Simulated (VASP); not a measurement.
# Al3BSb2 (P-4m2) in VASP: single point with PBE

Aim: the single point of Al3BSb2 with PBE.

All numbers are computed with VASP 6.6.1; they aren't measurements. Logs are shortened: lines on timing, memory, paths and dates and some standing lists are left out, and cuts for length are marked.

## 1. The cell of the first run

Symmetry: P-4m2, No. 115, tetragonal system. The conventional cell has a = 3.256 Å, b = 3.256 Å, c = 10.878 Å, α = 90.00°, β = 90.00°, γ = 90.00°. Al (site symmetry -4m2) has 4 B at 2.30 Å within 3.0 Å. Within 3.9 Å of Al (site symmetry 2mm) lie 8 Al at 2.95 to 3.26 Å and 5 Sb at 2.96 to 3.70 Å. Within 3.0 Å of B (site symmetry -4m2) lie 4 Al at 2.30 Å. Within 3.9 Å of Sb (site symmetry 2mm) lie 7 Al at 2.96 to 3.70 Å and 2 B at 3.12 Å and 4 Sb at 3.26 Å.

The cell was built from a structure type or drawn by symmetry, and may not be a known phase.

## 2. Single point, PBE

Input file INCAR:

```
ALGO     = Normal         # electronic algorithm
EDIFF    = 1E-6           # SCF threshold, eV
ENCUT    = 500            # plane-wave cutoff, eV
GGA      = PE             # functional
GGA_COMPAT= False        
ISIF     = 2              # what is computed and relaxed
ISMEAR   = 0              # smearing method
LASPH    = True           # aspherical terms in the spheres
LCHARG   = False          # write CHGCAR
LREAL    = False          # projectors in reciprocal space
LWAVE    = False          # write WAVECAR
NBANDS   = 20             # bands
NELM     = 120            # most SCF steps
PREC     = Accurate       # precision mode
SIGMA    = 0.2            # smearing width, eV
```

Input file KPOINTS:

```
k-points
0
Gamma
  4 4 2
```

Input file POSCAR:

```
Al3BSb2
1.0
    3.2558598785      0.0000000000      0.0000000000
    0.0000000000      3.2558598785      0.0000000000
    0.0000000000      0.0000000000     10.8776337445
Al B Sb
3 1 2
Direct
    0.5000000000      0.5000000000      0.0000000000
    0.0000000000      0.5000000000      0.4153930304
    0.5000000000      0.0000000000      0.5846069696
    0.0000000000      0.0000000000      0.0000000000
    0.0000000000      0.5000000000      0.7552752986
    0.5000000000      0.0000000000      0.2447247014
```

Potentials or basis: VASP PAW PBE potentials, release 64 (Al, B, Sb).

On the command line:

```
$ cat potpaw_PBE.64/Al/POTCAR potpaw_PBE.64/B/POTCAR potpaw_PBE.64/Sb/POTCAR > POTCAR
$ mpirun -np 1 vasp_std > vasp.out
```

OUTCAR:

```text
EDIFF = 1E-6
   ENCUT = 500
   GGA = PE
   ISIF = 2
   ISMEAR = 0
   LASPH = True
   LREAL = False
   NELM = 120
   PREC = Accurate

 ion  position               nearest neighbor table
   1  0.500  0.500  0.000-   4 2.30   4 2.30   4 2.30   4 2.30   6 3.12   6 3.12   5 3.12   5 3.12

   2  0.000  0.500  0.415-   3 2.95   3 2.95   3 2.95   3 2.95   6 2.96   6 2.96   6 2.96   6 2.96

   3  0.500  0.000  0.585-   2 2.95   2 2.95   2 2.95   2 2.95   5 2.96   5 2.96   5 2.96   5 2.96

   4  0.000  0.000  0.000-   1 2.30   1 2.30   1 2.30   1 2.30
   5  0.000  0.500  0.755-   3 2.96   3 2.96   3 2.96   3 2.96   1 3.12   1 3.12
   6  0.500  0.000  0.245-   2 2.96   2 2.96   2 2.96   2 2.96   1 3.12   1 3.12

  LATTYP: Found a simple tetragonal cell.
 ALAT       =     3.2558598785
 C/A-ratio  =     3.3409403815

  Lattice vectors:

 A1 = (   3.2558598785,   0.0000000000,   0.0000000000)
 A2 = (   0.0000000000,   3.2558598785,   0.0000000000)
 A3 = (   0.0000000000,   0.0000000000,  10.8776337445)

Analysis of symmetry for initial positions (statically):
=====================================================================
 Subroutine PRICEL returns:
 Original cell was already a primitive cell.

 Routine SETGRP: Setting up the symmetry group for a
 simple tetragonal supercell.

 Subroutine GETGRP returns: Found  8 space group operations
 (whereof  8 operations were pure point group operations)
 out of a pool of 16 trial point group operations.

The static configuration has the point symmetry D_2d.

Analysis of symmetry for dynamics (positions and initial velocities):
=====================================================================
 Subroutine PRICEL returns:
 Original cell was already a primitive cell.

 Routine SETGRP: Setting up the symmetry group for a
 simple tetragonal supercell.

 Subroutine GETGRP returns: Found  8 space group operations
 (whereof  8 operations were pure point group operations)
 out of a pool of 16 trial point group operations.

The dynamic configuration has the point symmetry D_2d.

 Subroutine INISYM returns: Found  8 space group operations
 (whereof  8 operations are pure point group operations),
 and found     1 'primitive' translations

----------------------------------------------------------------------------------------

                                     Primitive cell

  volume of cell :     115.3097

  direct lattice vectors                    reciprocal lattice vectors
     3.255859878  0.000000000  0.000000000     0.307138525  0.000000000  0.000000000
     0.000000000  3.255859878  0.000000000     0.000000000  0.307138525  0.000000000
     0.000000000  0.000000000 10.877633745     0.000000000  0.000000000  0.091931759

  length of vectors
     3.255859878  3.255859878 10.877633745     0.307138525  0.307138525  0.091931759

  position of ions in fractional coordinates (direct lattice)
     0.500000000  0.500000000  0.000000000
     0.000000000  0.500000000  0.415393030
     0.500000000  0.000000000  0.584606970
     0.000000000  0.000000000  0.000000000
     0.000000000  0.500000000  0.755275299
     0.500000000  0.000000000  0.244724701

  ion indices of the primitive-cell ions
   primitive index   ion index
                 1           1
                 2           2
                 3           3
                 4           4
                 5           5
                 6           6

----------------------------------------------------------------------------------------

 KPOINTS: k-points

Automatic generation of k-mesh.
 Grid dimensions read from file:
 generate k-points for:    4    4    2

 Generating k-lattice:

  Cartesian coordinates                     Fractional coordinates (reciprocal lattice)
     0.076784631  0.000000000  0.000000000     0.250000000  0.000000000  0.000000000
     0.000000000  0.076784631  0.000000000     0.000000000  0.250000000  0.000000000
     0.000000000  0.000000000  0.045965879     0.000000000  0.000000000  0.500000000

  Length of vectors
     0.076784631  0.076784631  0.045965879

  Shift w.r.t. Gamma in fractional coordinates (k-lattice)
     0.000000000  0.000000000  0.000000000

 Subroutine IBZKPT returns following result:
 ===========================================

 Found     12 irreducible k-points:

 Following reciprocal coordinates:
            Coordinates               Weight
  0.000000  0.000000  0.000000      1.000000
  0.250000  0.000000  0.000000      4.000000
  0.500000  0.000000  0.000000      2.000000
  0.250000  0.250000  0.000000      4.000000
  0.500000  0.250000  0.000000      4.000000
  0.500000  0.500000  0.000000      1.000000
  0.000000  0.000000  0.500000      1.000000
  0.250000  0.000000  0.500000      4.000000
  0.500000  0.000000  0.500000      2.000000
  0.250000  0.250000  0.500000      4.000000
  0.500000  0.250000  0.500000      4.000000
  0.500000  0.500000  0.500000      1.000000
   k-points           NKPTS =     12   k-points in BZ     NKDIM =     12   number of bands    NBANDS=     20
   number of dos      NEDOS =    301   number of ions     NIONS =      6
   total plane-waves  NPLWV =  46080
   dimension x,y,z NGX =    24 NGY =   24 NGZ =   80
   dimension x,y,z NGXF=    48 NGYF=   48 NGZF=  160
   ions per type =               3   1   2
   NGX,Y,Z   is equivalent  to a cutoff of  12.25, 12.25, 12.23 a.u.
   NGXF,Y,Z  is equivalent  to a cutoff of  24.51, 24.51, 24.45 a.u.
 SYSTEM =  unknown system
   PREC   = accura    normal or accurate (medium, high low for compatibility)
   ISTART =      0    job   : 0-new  1-cont  2-samecut
   ICHARG =      2    charge: 1-file 2-atom 10-const
   ISPIN  =      1    spin polarized calculation?
   LNONCOLLINEAR =      F non collinear calculations
   LSORBIT =      F    spin-orbit coupling
   LASPH  =      T    aspherical Exc in radial PAW
   ENCUT  =  500.0 eV  36.75 Ry    6.06 a.u.   5.94  5.94 19.83*2*pi/ulx,y,z
   NELM   =    120;   NELMIN=  2; NELMDL= -5     # of ELM steps
   EDIFF  = 0.1E-05   stopping-criterion for ELM
   LREAL  =      F    real-space projection
   EDIFFG = 0.1E-04   stopping-criterion for IOM
   NSW    =      0    number of steps for IOM
   IBRION =     -1    ionic relax: 0-MD 1-quasi-New 2-CG
   NFREE  =      0    steps in history (QN), initial steepest desc. (CG)
   ISIF   =      2    stress and relaxation
   ISYM   =      2    0-nonsym 1-usesym 2-fastsym
   POTIM  = 0.5000    time-step for ionic-motion
   TEBEG  =    0.0;   TEEND  =   0.0 temperature during run
   PSTRESS=    0.0 pullay stress
   NELECT =      22.0000    total number of electrons
   NUPDOWN=      -1.0000    fix difference up-down
   EMIN   =  10.00;   EMAX   =-10.00  energy-range for DOS
   EFERMI =   0.00;   METHOD = LEGACY
   ISMEAR =     0;   SIGMA  =   0.20  broadening in eV -4-tet -1-fermi 0-gaus
   EFERMI_NEDOS =   21; number of points for ismear=-14 and -15
   IALGO  =     38    algorithm
   IMIX   =      4    mixing-type and parameters
     AMIX     =   0.40;   BMIX     =  1.00
     AMIX_MAG =   1.60;   BMIX_MAG =  1.00
  volume/ion in A,a.u.               =      19.22       129.69
  Fermi-wavevector in a.u.,A,eV,Ry     =   0.942455  1.780981 12.084976  0.888221
  Thomas-Fermi vector in A             =   2.070066
   LORBIT       =      0    0 simple, 1 ext, 2 COOP (PROOUT), +10 PAW based schemes
   GGA     = PE    functional components
   LHFCALC =     F    Hartree Fock is set to
   AEXX    =    0.0000 exact exchange contribution
   IVDW    =     0    specifies the selected vdW correction
   LEPSILON=     F    determine dielectric tensor
   LRPA    =     F    only Hartree local field effects (RPA)
 non-spin polarized calculation
 Gauss-broadening in eV      SIGMA  =   0.20
  energy-cutoff  :      500.00
  volume of cell :      115.31
 maximum number of plane-waves:      2976
 NGX is ok and might be reduce to    24
   NGX = 11   NGY = 11   NGZ = 39

 number of electron      21.9999997 magnetization

 Free energy of the ion-electron system (eV)
  ---------------------------------------------------
  ext. energy  EPLUGINS =         0.00000000
  ---------------------------------------------------
  free energy    TOTEN  =       -23.79746805 eV

  energy without entropy =      -23.72682294  energy(sigma->0) =      -23.76214550

 E-fermi :   7.6598     XC(G=0): -10.1563

 val. band max:        7.5483283243   @ k =   0.5000   0.2500   0.5000
 cond. band min:       7.6617997834   @ k =   0.2500   0.0000   0.5000
 fundamental gap:      0.1134714591
 Fermi energy:         7.6597669351

 k-point     1 :       0.0000    0.0000    0.0000
  band No.  band energies     occupation
      1      -4.6938      2.00000
      2      -4.1679      2.00000
      3      -2.3324      2.00000
      4       0.3711      2.00000
      5       1.7170      2.00000
      6       6.4882      2.00000
[... 12 lines left out ...]
     19      12.8186      0.00000
     20      12.8188      0.00000

 k-point     2 :       0.2500    0.0000    0.0000
  band No.  band energies     occupation
      1      -3.8619      2.00000
      2      -3.3507      2.00000
      3      -1.5143      2.00000
      4       1.0933      2.00000
      5       2.4570      2.00000
      6       3.9003      2.00000
[... 12 lines left out ...]
     19      13.4071      0.00000
     20      13.8643      0.00000

 k-point     3 :       0.5000    0.0000    0.0000
  band No.  band energies     occupation
      1      -2.0425      2.00000
      2      -2.0350      2.00000
      3       0.3263      2.00000
      4       0.7985      2.00000
      5       1.0184      2.00000
      6       1.2506      2.00000
[... 12 lines left out ...]
     19      13.9903      0.00000
     20      14.4251      0.00000

 k-point     4 :       0.2500    0.2500    0.0000
  band No.  band energies     occupation
      1      -3.0320      2.00000
      2      -2.5330      2.00000
      3      -0.7079      2.00000
      4       1.8234      2.00000
      5       3.2136      2.00000
      6       4.5518      2.00000
[... 12 lines left out ...]
     19      12.7704      0.00000
     20      13.1295      0.00000

 k-point     5 :       0.5000    0.2500    0.0000
  band No.  band energies     occupation
      1      -1.2237      2.00000
      2      -1.2056      2.00000
      3       1.0476      2.00000
      4       1.6301      2.00000
      5       1.8628      2.00000
      6       2.0687      2.00000
[... 12 lines left out ...]
     19      11.3717      0.00000
     20      11.9746      0.00000

 k-point     6 :       0.5000    0.5000    0.0000
  band No.  band energies     occupation
      1       0.4043      2.00000
      2       0.4043      2.00000
      3       2.2403      2.00000
      4       3.0784      2.00000
      5       3.6518      2.00000
      6       3.6518      2.00000
[... 12 lines left out ...]
     19       9.5380      0.00000
     20       9.5380      0.00000

 k-point     7 :       0.0000    0.0000    0.5000
  band No.  band energies     occupation
      1      -4.5050      2.00000
      2      -4.4520      2.00000
      3      -1.9060      2.00000
      4      -0.5826      2.00000
      5       3.7064      2.00000
      6       3.8628      2.00000
[... 12 lines left out ...]
     19      12.5259      0.00000
     20      12.5432      0.00000

 k-point     8 :       0.2500    0.0000    0.5000
  band No.  band energies     occupation
      1      -3.6862      2.00000
      2      -3.6162      2.00000
      3      -1.1142      2.00000
      4       0.2155      2.00000
      5       3.7757      2.00000
      6       4.0427      2.00000
[... 12 lines left out ...]
     19      13.1812      0.00000
     20      13.2619      0.00000

 k-point     9 :       0.5000    0.0000    0.5000
  band No.  band energies     occupation
      1      -2.0365      2.00000
      2      -2.0302      2.00000
      3       0.1380      2.00000
      4       0.5215      2.00000
      5       1.4629      2.00000
      6       1.8915      2.00000
[... 12 lines left out ...]
     19      14.0206      0.00000
     20      14.1133      0.00000

 k-point    10 :       0.2500    0.2500    0.5000
  band No.  band energies     occupation
      1      -2.8681      2.00000
      2      -2.7820      2.00000
      3      -0.3350      2.00000
      4       1.0184      2.00000
      5       4.3758      2.00000
      6       4.6840      2.00000
[... 12 lines left out ...]
     19      12.7143      0.00000
     20      12.9682      0.00000

 k-point    11 :       0.5000    0.2500    0.5000
  band No.  band energies     occupation
      1      -1.2179      2.00000
      2      -1.2012      2.00000
      3       0.8919      2.00000
      4       1.3619      2.00000
      5       2.2602      2.00000
      6       2.6792      2.00000
[... 12 lines left out ...]
     19      11.6318      0.00000
     20      11.6815      0.00000

 k-point    12 :       0.5000    0.5000    0.5000
  band No.  band energies     occupation
      1       0.4049      2.00000
      2       0.4049      2.00000
      3       2.2794      2.00000
      4       3.2507      2.00000
      5       3.3137      2.00000
      6       3.3969      2.00000
[... 12 lines left out ...]
     19      10.3097      0.00000
     20      11.0620      0.00000

------------------------ aborting loop because EDIFF is reached ----------------------------------------

  FORCE on cell =-STRESS in cart. coord.  units (eV):
  Direction    XX          YY          ZZ          XY          YZ          ZX
  --------------------------------------------------------------------------------------
  -------------------------------------------------------------------------------------
  Total        0.0873521      0.0873521      0.3348156      0.0000000      0.0000000      0.0000000
  in kB        1.2137188      1.2137188      4.6521151      0.0000000      0.0000000      0.0000000
  external PRESSURE =       2.3598509 kB  Pullay stress =       0.0000000 kB

 VOLUME and BASIS-vectors are now :
 -----------------------------------------------------------------------------
  energy-cutoff  :      500.00
  volume of cell :      115.31
      direct lattice vectors                 reciprocal lattice vectors
     3.255859878  0.000000000  0.000000000     0.307138525  0.000000000  0.000000000
     0.000000000  3.255859878  0.000000000     0.000000000  0.307138525  0.000000000
     0.000000000  0.000000000 10.877633745     0.000000000  0.000000000  0.091931759

 POSITION                                       TOTAL-FORCE (eV/Angst)
 -----------------------------------------------------------------------------------
      1.62793      1.62793      0.00000         0.000000     -0.000000      0.000000
      0.00000      1.62793      4.51849         0.000000      0.000000      0.030394
      1.62793      0.00000      6.35914         0.000000      0.000000     -0.030394
      0.00000      0.00000      0.00000         0.000000      0.000000      0.000000
      0.00000      1.62793      8.21561         0.000000      0.000000     -0.000854
      1.62793      0.00000      2.66203         0.000000      0.000000      0.000854
 -----------------------------------------------------------------------------------
    total drift:                               -0.000000      0.000000     -0.000000

  FREE ENERGIE OF THE ION-ELECTRON SYSTEM (eV)
  ---------------------------------------------------
  free  energy   TOTEN  =       -23.7974680496 eV

  energy  without entropy=      -23.7268229438  energy(sigma->0) =      -23.76214550
```

Wall time 38 s (1 thread of Intel Xeon 8259CL, shared host); peak memory 0.21 GiB.

What came out:

```
Free energy            : -23.7975 eV
Pressure               : 0.2 GPa
Largest force          : 0.030 eV/Å
Band gap on the k mesh : zero (bands 11 and 12 overlap by 4.21 eV)
```

Forces in eV/Å, atoms in the order of the input:
```
Al   0.000  0.000  0.000
Al   0.000  0.000  0.030
Al   0.000  0.000 -0.030
B    0.000  0.000  0.000
Sb   0.000  0.000 -0.001
Sb   0.000  0.000  0.001
```

Levels at points of the mesh, in eV from the Fermi level:
| k point | band 7 | band 8 | band 9 | band 10 | band 11 | band 12 | band 13 | band 14 |
| --- | --- | --- | --- | --- | --- | --- | --- | --- |
| (0.00, 0.00, 0.00) | -0.22 | 0.06 | 0.06 | 1.90 | 1.90 | 2.02 | 2.02 | 3.66 |
| (0.50, 0.00, 0.00) | -3.69 | -3.54 | -2.44 | -2.16 | 1.47 | 2.23 | 2.57 | 3.01 |
| (0.50, 0.50, 0.00) | -3.97 | -3.90 | -3.80 | -2.37 | -2.37 | -2.11 | -0.51 | 0.03 |
| (0.00, 0.00, 0.50) | 0.07 | 0.07 | 1.59 | 1.59 | 2.10 | 2.43 | 2.43 | 3.06 |
| (0.50, 0.00, 0.50) | -4.54 | -4.50 | -0.98 | -0.72 | 0.20 | 0.66 | 1.47 | 3.88 |
| (0.50, 0.50, 0.50) | -4.04 | -4.04 | -3.17 | -2.19 | -2.19 | -1.25 | -1.22 | -1.13 |

Caveat: the k points lie up to 0.48 Å⁻¹ apart, too coarse for converged energies and pressures of a metal; spin-orbit coupling is left out, which moves the levels of the heavy elements.
